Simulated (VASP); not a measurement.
Here is a VASP 6.6.1 calculation.

The input POSCAR:

```
SnO2
1.0
    4.7598181028     -0.2379909051      0.0000000000
   -0.2380028809      4.7600576175      0.0000000000
    0.0000000000      0.0000000000      3.2007107555
Sn O
2 4
Direct
    0.5000000000      0.5000000000      0.5000000000
    0.0000000000      0.0000000000      0.0000000000
    0.3058623572      0.3059582262      0.0000000000
    0.8058623572      0.1940417738      0.5000000000
    0.1941376428      0.8059582262      0.5000000000
    0.6941376428      0.6940417738      0.0000000000
```

Contents of INCAR.step1:

```
PREC = Accurate
ENCUT = 520
ISMEAR = 0
SIGMA = 0.05
LREAL = False
LASPH = True
NELM = 60
NBANDS = 35
GGA = PE
ALGO = Normal
EDIFF = 1E-4
LWAVE = True
LCHARG = False
```

File INCAR.step2:

```
PREC = Accurate
ENCUT = 520
EDIFF = 1E-7
ISMEAR = 0
SIGMA = 0.05
LREAL = False
LASPH = True
NELM = 60
ALGO = Normal
ISIF = 2
LWAVE = False
LCHARG = False
METAGGA = R2SCAN
LMIXTAU = True
NBANDS = 35
ISTART = 1
```

Contents of KPOINTS:

```
Automatic mesh
0
Gamma
  6 6 8
```

Potentials or basis: VASP PAW PBE potentials, release 64 (Sn_d, O).

The run is started by

```sh
$ cat potpaw_PBE.64/Sn_d/POTCAR potpaw_PBE.64/O/POTCAR > POTCAR
$ cp INCAR.step1 INCAR
$ mpirun -np 1 vasp_std > vasp.out
$ cp INCAR.step2 INCAR
$ mpirun -np 1 vasp_std > vasp.out
```

Task: Estimate the largest force.

Result: 0.562 eV/Å.

Task: Predict the pressure.

Result: 3.8 GPa.

Stress tensor (GPa, compression positive):
```
 4.13 21.45  0.00
21.45  4.13  0.00
 0.00  0.00  3.29
```

Caveat: the cell differs from its parent crystal (strain -0.1000 x Voigt [0, 0, 0, 0, 0, 1]); the cell stands under pressure; the PAW data sets were made with another functional, which shifts forces and pressure a little.
